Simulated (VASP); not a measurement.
# Ba in VASP: single point with PBE

Aim: the single point of Ba with PBE.

Program: VASP 6.6.1. These are calculated values, not measurements. Logs are shortened: lines on timing, memory, paths and dates and some standing lists are left out, and cuts for length are marked.

### Step 1. The cell of the first run

The cell holds a slab with vacuum, 8 atoms: a = 7.071 Å, b = 7.071 Å, c = 28.104 Å, α = 90.00°, β = 90.00°, γ = 120.00°.

### Step 2. Single point, PBE

Input file INCAR:

```
  ALGO = Normal
  DIPOL = 0.5 0.5 0.501
  EDIFF = 1E-6
  ENCUT = 520
  GGA = PE
  IDIPOL = 3
  ISIF = 2
  ISMEAR = 0
  LASPH = True
  LCHARG = False
  LDIPOL = True
  LREAL = False
  LWAVE = False
  NBANDS = 50
  NELM = 100
  PREC = Accurate
  SIGMA = 0.1
```

Input file KPOINTS:

```
k-points
0
Gamma
  6 6 1
```

Input file POSCAR:

```
Ba
1.0
    7.0710678127      0.0000000029      0.0000000000
   -3.5355339088      6.1237243562      0.0000000000
    0.0000000000      0.0000000000     28.1036297832
Ba
8
Direct
    0.6666666667      0.3333333333      0.3202433305
    0.3333333333      0.6666666667      0.3716023803
    0.0000000000      0.0000000000      0.4229614302
    0.6666666667      0.3333333333      0.4743204801
    0.3333333333      0.6666666667      0.5298891818
    0.0000000000      0.0000000000      0.5844637803
    0.6666666667      0.3333333333      0.6207332073
    0.3333333333      0.6666666667      0.6826959281
```

Potentials or basis: VASP PAW PBE potentials, release 64 (Ba_sv).

Started as:

```bash
> cat potpaw_PBE.64/Ba_sv/POTCAR > POTCAR
> mpirun -np 1 vasp_std > vasp.out
```

OUTCAR:

```text
EDIFF = 1E-6
   ENCUT = 520
   GGA = PE
   ISIF = 2
   ISMEAR = 0
   LASPH = True
   LREAL = False
   NELM = 100
   PREC = Accurate

 ion  position               nearest neighbor table
   1  0.667  0.333  0.320-   2 4.33   2 4.33   2 4.33   4 4.33
   2  0.333  0.667  0.372-   1 4.33   1 4.33   3 4.33   1 4.33   3 4.33   3 4.33   5 4.45
   3  0.000  0.000  0.423-   2 4.33   4 4.33   2 4.33   4 4.33   4 4.33   2 4.33   6 4.54
   4  0.667  0.333  0.474-   7 4.11   3 4.33   3 4.33   3 4.33   1 4.33   5 4.37   5 4.37   5 4.37

   5  0.333  0.667  0.530-   8 4.29   6 4.36   6 4.36   6 4.36   4 4.37   4 4.37   4 4.37   2 4.45

   6  0.000  0.000  0.584-   7 4.21   7 4.21   7 4.21   5 4.36   5 4.36   5 4.36   3 4.54
   7  0.667  0.333  0.621-   4 4.11   6 4.21   6 4.21   6 4.21   8 4.44   8 4.44   8 4.44
   8  0.333  0.667  0.683-   5 4.29   7 4.44   7 4.44   7 4.44

  LATTYP: Found a hexagonal cell.
 ALAT       =     7.0710678127
 C/A-ratio  =     3.9744534387

  Lattice vectors:

 A1 = (   7.0710678127,   0.0000000029,   0.0000000000)
 A2 = (  -3.5355339088,   6.1237243562,   0.0000000000)
 A3 = (   0.0000000000,   0.0000000000,  28.1036297832)

Analysis of symmetry for initial positions (statically):
=====================================================================
 Subroutine PRICEL returns:
 Original cell was already a primitive cell.

 Routine SETGRP: Setting up the symmetry group for a
 hexagonal supercell.

 Subroutine GETGRP returns: Found  6 space group operations
 (whereof  6 operations were pure point group operations)
 out of a pool of 24 trial point group operations.

The static configuration has the point symmetry C_3v.

Analysis of symmetry for dynamics (positions and initial velocities):
=====================================================================
 Subroutine PRICEL returns:
 Original cell was already a primitive cell.

 Routine SETGRP: Setting up the symmetry group for a
 hexagonal supercell.

 Subroutine GETGRP returns: Found  6 space group operations
 (whereof  6 operations were pure point group operations)
 out of a pool of 24 trial point group operations.

The dynamic configuration has the point symmetry C_3v.

 Subroutine INISYM returns: Found  6 space group operations
 (whereof  6 operations are pure point group operations),
 and found     1 'primitive' translations

----------------------------------------------------------------------------------------

                                     Primitive cell

  volume of cell :    1216.9229

  direct lattice vectors                    reciprocal lattice vectors
     7.071067813  0.000000003  0.000000000     0.141421356  0.081649658  0.000000000
    -3.535533909  6.123724356  0.000000000    -0.000000000  0.163299316  0.000000000
     0.000000000  0.000000000 28.103629783     0.000000000  0.000000000  0.035582592

  length of vectors
     7.071067813  7.071067813 28.103629783     0.163299316  0.163299316  0.035582592

  position of ions in fractional coordinates (direct lattice)
     0.666666667  0.333333333  0.320243330
     0.333333333  0.666666667  0.371602380
     0.000000000  0.000000000  0.422961430
     0.666666667  0.333333333  0.474320480
     0.333333333  0.666666667  0.529889182
     0.000000000  0.000000000  0.584463780
     0.666666667  0.333333333  0.620733207
     0.333333333  0.666666667  0.682695928

  ion indices of the primitive-cell ions
   primitive index   ion index
                 1           1
                 2           2
                 3           3
                 4           4
                 5           5
                 6           6
                 7           7
                 8           8

----------------------------------------------------------------------------------------

 KPOINTS: k-points

Automatic generation of k-mesh.
 Grid dimensions read from file:
 generate k-points for:    6    6    1

 Generating k-lattice:

  Cartesian coordinates                     Fractional coordinates (reciprocal lattice)
     0.023570226  0.013608276  0.000000000     0.166666667  0.000000000  0.000000000
    -0.000000000  0.027216553  0.000000000     0.000000000  0.166666667  0.000000000
     0.000000000  0.000000000  0.035582592     0.000000000  0.000000000  1.000000000

  Length of vectors
     0.027216553  0.027216553  0.035582592

  Shift w.r.t. Gamma in fractional coordinates (k-lattice)
     0.000000000  0.000000000  0.000000000

 Subroutine IBZKPT returns following result:
 ===========================================

 Found      7 irreducible k-points:

 Following reciprocal coordinates:
            Coordinates               Weight
  0.000000  0.000000  0.000000      1.000000
  0.166667 -0.000000  0.000000      6.000000
  0.333333 -0.000000  0.000000      6.000000
  0.500000  0.000000  0.000000      3.000000
  0.166667  0.166667  0.000000      6.000000
  0.333333  0.166667  0.000000     12.000000
  0.333333  0.333333  0.000000      2.000000
   k-points           NKPTS =      7   k-points in BZ     NKDIM =      7   number of bands    NBANDS=     50
   number of dos      NEDOS =    301   number of ions     NIONS =      8
   total plane-waves  NPLWV = 612360
   dimension x,y,z NGX =    54 NGY =   54 NGZ =  210
   dimension x,y,z NGXF=   108 NGYF=  108 NGZF=  420
   ions per type =               8
   NGX,Y,Z   is equivalent  to a cutoff of  12.70, 12.70, 12.42 a.u.
   NGXF,Y,Z  is equivalent  to a cutoff of  25.39, 25.39, 24.84 a.u.
 SYSTEM =  unknown system
   PREC   = accura    normal or accurate (medium, high low for compatibility)
   ISTART =      0    job   : 0-new  1-cont  2-samecut
   ICHARG =      2    charge: 1-file 2-atom 10-const
   ISPIN  =      1    spin polarized calculation?
   LNONCOLLINEAR =      F non collinear calculations
   LSORBIT =      F    spin-orbit coupling
   LASPH  =      T    aspherical Exc in radial PAW
   ENCUT  =  520.0 eV  38.22 Ry    6.18 a.u.  13.15 13.15 52.25*2*pi/ulx,y,z
   NELM   =    100;   NELMIN=  2; NELMDL= -5     # of ELM steps
   EDIFF  = 0.1E-05   stopping-criterion for ELM
   LREAL  =      F    real-space projection
   EDIFFG = 0.1E-04   stopping-criterion for IOM
   NSW    =      0    number of steps for IOM
   IBRION =     -1    ionic relax: 0-MD 1-quasi-New 2-CG
   NFREE  =      0    steps in history (QN), initial steepest desc. (CG)
   ISIF   =      2    stress and relaxation
   ISYM   =      2    0-nonsym 1-usesym 2-fastsym
   POTIM  = 0.5000    time-step for ionic-motion
   TEBEG  =    0.0;   TEEND  =   0.0 temperature during run
   PSTRESS=    0.0 pullay stress
   NELECT =      80.0000    total number of electrons
   NUPDOWN=      -1.0000    fix difference up-down
   EMIN   =  10.00;   EMAX   =-10.00  energy-range for DOS
   EFERMI =   0.00;   METHOD = LEGACY
   ISMEAR =     0;   SIGMA  =   0.10  broadening in eV -4-tet -1-fermi 0-gaus
   EFERMI_NEDOS =   21; number of points for ismear=-14 and -15
   IALGO  =     38    algorithm
   IMIX   =      4    mixing-type and parameters
     AMIX     =   0.40;   BMIX     =  1.00
     AMIX_MAG =   1.60;   BMIX_MAG =  1.00
  volume/ion in A,a.u.               =     152.12      1026.53
  Fermi-wavevector in a.u.,A,eV,Ry     =   0.660720  1.248579  5.939627  0.436550
  Thomas-Fermi vector in A             =   1.733255
   LORBIT       =      0    0 simple, 1 ext, 2 COOP (PROOUT), +10 PAW based schemes
   GGA     = PE    functional components
   LHFCALC =     F    Hartree Fock is set to
   AEXX    =    0.0000 exact exchange contribution
   IVDW    =     0    specifies the selected vdW correction
   LEPSILON=     F    determine dielectric tensor
   LRPA    =     F    only Hartree local field effects (RPA)
 non-spin polarized calculation
 Gauss-broadening in eV      SIGMA  =   0.10
  energy-cutoff  :      520.00
  volume of cell :     1216.92
 maximum number of plane-waves:     32811
 NGX is ok and might be reduce to    54
   NGX = 27   NGY = 27   NGZ =105

 dipolmoment           0.000000      0.000000      0.053315 electrons x Angstroem

 number of electron      80.0000002 magnetization

 dipolmoment           0.000000      0.000000     -0.005004 electrons x Angstroem

 Free energy of the ion-electron system (eV)
  ---------------------------------------------------
  ext. energy  EPLUGINS =         0.00000000
  ---------------------------------------------------
  free energy    TOTEN  =       -13.12349629 eV

  energy without entropy =      -13.06282826  energy(sigma->0) =      -13.09316228

 E-fermi :  -0.6025     XC(G=0):  -3.7605

 val. band max:       -0.6331391749   @ k =   0.3333  -0.0000   0.0000
 cond. band min:      -0.6013399633   @ k =   0.0000   0.0000   0.0000
 fundamental gap:      0.0317992116
 Fermi energy:        -0.6024507803

 k-point     1 :       0.0000    0.0000    0.0000
  band No.  band energies     occupation
      1     -30.3604      2.00000
      2     -30.3135      2.00000
      3     -29.7672      2.00000
      4     -29.6429      2.00000
      5     -29.5563      2.00000
      6     -29.4951      2.00000
[... 42 lines left out ...]
     49       0.0410      0.00000
     50       0.0421      0.00000

 k-point     2 :       0.1667   -0.0000    0.0000
  band No.  band energies     occupation
      1     -30.3603      2.00000
      2     -30.3134      2.00000
      3     -29.7671      2.00000
      4     -29.6423      2.00000
      5     -29.5562      2.00000
      6     -29.4955      2.00000
[... 42 lines left out ...]
     49       0.0701      0.00000
     50       0.1620      0.00000

 k-point     3 :       0.3333   -0.0000    0.0000
  band No.  band energies     occupation
      1     -30.3603      2.00000
      2     -30.3132      2.00000
      3     -29.7668      2.00000
      4     -29.6410      2.00000
      5     -29.5561      2.00000
      6     -29.4964      2.00000
[... 201 lines left out ...]
     49       0.2249      0.00000
     50       0.2906      0.00000

 k-point     7 :       0.3333    0.3333    0.0000
  band No.  band energies     occupation
      1     -30.3602      2.00000
      2     -30.3131      2.00000
      3     -29.7666      2.00000
      4     -29.6400      2.00000
      5     -29.5560      2.00000
      6     -29.4970      2.00000
[... 42 lines left out ...]
     49       0.2714      0.00000
     50       0.3227      0.00000

------------------------ aborting loop because EDIFF is reached ----------------------------------------

 vacuum level on the upper side and lower side of the slab       (xc-potential included)        -0.146        -0.118

  FORCE on cell =-STRESS in cart. coord.  units (eV):
  Direction    XX          YY          ZZ          XY          YZ          ZX
  --------------------------------------------------------------------------------------
  -------------------------------------------------------------------------------------
  Total       -0.4041754     -0.4041754     -0.4143823     -0.0000000      0.0000000     -0.0000000
  in kB       -0.5321296     -0.5321296     -0.5455678     -0.0000000      0.0000000     -0.0000000
  external PRESSURE =      -0.5366090 kB  Pullay stress =       0.0000000 kB

 VOLUME and BASIS-vectors are now :
 -----------------------------------------------------------------------------
  energy-cutoff  :      520.00
  volume of cell :     1216.92
      direct lattice vectors                 reciprocal lattice vectors
     7.071067813  0.000000003  0.000000000     0.141421356  0.081649658  0.000000000
    -3.535533909  6.123724356  0.000000000    -0.000000000  0.163299316  0.000000000
     0.000000000  0.000000000 28.103629783     0.000000000  0.000000000  0.035582592

 POSITION                                       TOTAL-FORCE (eV/Angst)
 -----------------------------------------------------------------------------------
      3.53553      2.04124      9.00000         0.000000     -0.000000      0.003086
     -0.00000      4.08248     10.44338        -0.000000      0.000000      0.275584
      0.00000      0.00000     11.88675         0.000000      0.000000     -0.123870
      3.53553      2.04124     13.33013         0.000000      0.000000     -0.206140
     -0.00000      4.08248     14.89181        -0.000000     -0.000000     -0.004647
      0.00000      0.00000     16.42555         0.000000      0.000000      0.016082
      3.53553      2.04124     17.44486        -0.000000      0.000000      0.031634
     -0.00000      4.08248     19.18623        -0.000000      0.000000      0.008272
 -----------------------------------------------------------------------------------
    total drift:                                0.000000      0.000000     -0.000272

  FREE ENERGIE OF THE ION-ELECTRON SYSTEM (eV)
  ---------------------------------------------------
  free  energy   TOTEN  =       -13.1234962928 eV

  energy  without entropy=      -13.0628282643  energy(sigma->0) =      -13.09316228

 vacuum level on the upper side and lower side of the slab         1.624         1.650
```

Wall time 40 min (1 thread of Intel Xeon 8259CL, shared host); peak memory 1.2 GiB.

What came out:

```yaml
Free_energy: -13.1235 eV
Largest_force: 0.276 eV/Å
Band_gap_on_the_k_mesh: zero (bands 40 and 41 overlap by 0.01 eV)
```

Forces on the atoms (eV/Å):
```
Ba   0.000  0.000  0.003
Ba   0.000  0.000  0.276
Ba   0.000  0.000 -0.124
Ba   0.000  0.000 -0.206
Ba   0.000  0.000 -0.005
Ba   0.000  0.000  0.016
Ba   0.000  0.000  0.032
Ba   0.000  0.000  0.008
```

Caveat: spin-orbit coupling is left out, which moves the levels of the heavy elements.

The gap in the log of VASP goes by the Fermi energy; the results here count the filled bands.